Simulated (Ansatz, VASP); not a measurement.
# Ga2O3: VASP beside Ansatz

File INCAR:

```
SYSTEM = Ga2O3
ALGO = Normal
EDIFF = 1E-6
ENCUT = 520
GGA = PE
ISIF = 2
ISMEAR = 0
LASPH = .TRUE.
LCHARG = .FALSE.
LREAL = .FALSE.
LWAVE = .FALSE.
NBANDS = 55
NELM = 60
PREC = Accurate
SIGMA = 0.05
```

Contents of KPOINTS:

```
k-points
0
G
  6 6 6
  0 0 0
```

File POSCAR:

```
Ga2O3
1.0
    2.5919426699      1.4964587982      4.4275093335
   -2.5919426699      1.4964587982      4.4275093335
    0.0000000000     -2.9929175964      4.4275093334
Ga O
4 6
Direct
    0.3558687539      0.3558687539      0.3558687539
    0.1441312461      0.1441312461      0.1441312461
    0.6441312461      0.6441312461      0.6441312461
    0.8558687539      0.8558687539      0.8558687539
    0.5531733332      0.9468266668      0.2500000000
    0.2500000000      0.5531733332      0.9468266668
    0.9468266668      0.2500000000      0.5531733332
    0.4468266668      0.0531733332      0.7500000000
    0.7500000000      0.4468266668      0.0531733332
    0.0531733332      0.7500000000      0.4468266668
```

Input for Ansatz:

```yaml
crystal:
  lattice:
    - [2.5919426699, 1.4964587982, 4.4275093335]
    - [-2.5919426699, 1.4964587982, 4.4275093335]
    - [0.0, -2.9929175964, 4.4275093334]
  atoms:
    - { symbol: Ga, position: [0.3558687539, 0.3558687539, 0.3558687539] }
    - { symbol: Ga, position: [0.1441312461, 0.1441312461, 0.1441312461] }
    - { symbol: Ga, position: [0.6441312461, 0.6441312461, 0.6441312461] }
    - { symbol: Ga, position: [0.8558687539, 0.8558687539, 0.8558687539] }
    - { symbol: O, position: [0.5531733332, 0.9468266668, 0.25] }
    - { symbol: O, position: [0.25, 0.5531733332, 0.9468266668] }
    - { symbol: O, position: [0.9468266668, 0.25, 0.5531733332] }
    - { symbol: O, position: [0.4468266668, 0.0531733332, 0.75] }
    - { symbol: O, position: [0.75, 0.4468266668, 0.0531733332] }
    - { symbol: O, position: [0.0531733332, 0.75, 0.4468266668] }
basis:
  ecutwfc: 420
kpoints:
  mp_grid: { grid: [6, 6, 6] }
hamiltonian:
  xc: pbe
scf:
  occupations: { method: gaussian, width: 0.05 }
output:
  forces: true
  stress: true
  eigenvalues: true
```

Change from the starting cell: strain +0.025 along x and y, -0.025 along z, atoms carried along.

Alike in both runs: task single point; functional PBE; k mesh 6 × 6 × 6; occupations gaussian, width 0.05 eV; no spin polarisation.

```csv
,VASP,Ansatz
version,VASP 6.6.1,Ansatz 0.2.0
potentials or method,"VASP PAW PBE potentials, release 64 (Ga_d, O), cutoff 520 eV","scalar-relativistic, plane waves, PAW"
valence electrons in the cell,88,88
```

VASP gave:

| Quantity | Value |
| --- | --- |
| gap on the k mesh at the Fermi level (eV) | 2.02 |
| least direct gap on the mesh (eV) | 2.17 |
| pressure (GPa) | -4.3 |
| traceless stress, the component that is largest in VASP (GPa) | 8.39 |
| rms of the force components (eV/Å) | 0.094 |

Task: What did Ansatz give for the same quantities?

Result: gap on the k mesh at the Fermi level (eV): 2.03; least direct gap on the mesh (eV): 2.17; pressure (GPa): -5.2; traceless stress, the component that is largest in VASP (GPa): 8.50; rms of the force components (eV/Å): 0.088.

Atom by atom the forces differ by 0.006 eV/Å (rms over components).
